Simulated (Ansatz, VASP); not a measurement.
## One calculation of Bi, two programs

File INCAR:

```
SYSTEM = Bi
PREC = Accurate
ENCUT = 520
EDIFF = 1E-6
ISMEAR = -1
SIGMA = 0.03
LREAL = .False.
LASPH = .True.
NELM = 80
ALGO = Normal
ISIF = 2
LWAVE = .False.
LCHARG = .False.
GGA = PE
NBANDS = 22
```

KPOINTS

```
Automatic mesh
0
Gamma
  11 11 11
  0 0 0
```

POSCAR

```
Bi
1.0
    2.3256628482      1.3745869730      3.9898531666
   -2.2203365086      1.3291269794      3.9443931730
    0.0132936605     -2.5850939523      3.9277536605
Bi
2
Direct
    0.2338900000      0.2338900000      0.2338900000
    0.7661100000      0.7661100000      0.7661100000
```

Input for Ansatz:

```yaml
crystal:
  lattice:
    - [2.3256628482, 1.374586973, 3.9898531666]
    - [-2.2203365086, 1.3291269794, 3.944393173]
    - [0.0132936605, -2.5850939523, 3.9277536605]
  atoms:
    - { symbol: Bi, position: [0.23389, 0.23389, 0.23389] }
    - { symbol: Bi, position: [0.76611, 0.76611, 0.76611] }
kpoints:
  mp_grid: { grid: [11, 11, 11] }
  band_path:
    path:
      - [0.0, 0.0, 0.0]
      - [-0.5, -0.5, -0.5]
      - [0.5, 0.0, 0.0]
      - [0.0, 0.0, 0.0]
      - [0.0, 0.0, 0.5]
      - [0.0, -0.5, 0.0]
      - [0.0, 0.0, 0.0]
      - [0.5, 0.0, 0.5]
      - [-0.5, -0.5, 0.0]
    npoints: 5
scf:
  occupations: { method: fermi_dirac, width: 0.03 }
hamiltonian:
  xc: pbe
  pseudopotentials: { kind: all_electron, lapw: { basis_error: 0.00025 } }
output:
  forces: true
  stress: true
  eigenvalues: true
```

Change from the starting cell: equal xy, yz and zx shear strains of +2 %.

Alike in both runs: task single point; functional PBE; k mesh 11 × 11 × 11; occupations fermi-dirac, width 0.03 eV; no spin polarisation.

|  | VASP | Ansatz |
| --- | --- | --- |
| version | VASP 6.6.1 | Ansatz 0.2.0 |
| potentials or method | VASP PAW PBE potentials, release 64 (Bi_d), cutoff 520 eV | all-electron LAPW, scalar-relativistic |

Ansatz gave:

| Property | Result |
| --- | --- |
| pressure (GPa) | 1.8 |
| traceless stress, the component that is largest in VASP (GPa) | -0.91 |
| rms of the force components (eV/Å) | 0.134 |

Which values does VASP return?

Pressure (GPa): 1.8; traceless stress, the component that is largest in VASP (GPa): -0.91; rms of the force components (eV/Å): 0.137.

Atom by atom the forces differ by 0.004 eV/Å (rms over components). Ansatz ran all-electron here, and VASP with PAW potentials.

Spin-orbit coupling is off throughout.
